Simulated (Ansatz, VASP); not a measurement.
# One calculation of HgTe, two programs

```
Hg Te
1.0
     4.59842    0.00000    0.00000
    -2.29921    3.98235    0.00000
     0.00000    0.00000    7.55690
Hg Te
2 2
Direct
  0.33333 0.66667 0.00100
  0.66667 0.33333 0.50100
  0.33333 0.66667 0.37500
  0.66667 0.33333 0.87500
```

Change from the starting cell: volume scaled by 0.94, LAPW.

Alike in both runs: task single point; functional PBE; k mesh 8 × 8 × 5; occupations fermi-dirac, width 0.05 eV; no spin polarisation.

|  | VASP | Ansatz |
| --- | --- | --- |
| version | VASP 6.6.1 | Ansatz 0.2.0 |
| potentials or method | VASP PAW PBE potentials, release 64 (Hg, Te), cutoff 520 eV | all-electron LAPW, scalar-relativistic |

Ansatz gave:

```
pressure (GPa) : 2.5
```

Q: Which values does VASP return?

A: Pressure (GPa): 2.6.

Ansatz ran all-electron here, and VASP with PAW potentials.

Spin-orbit coupling is off throughout.
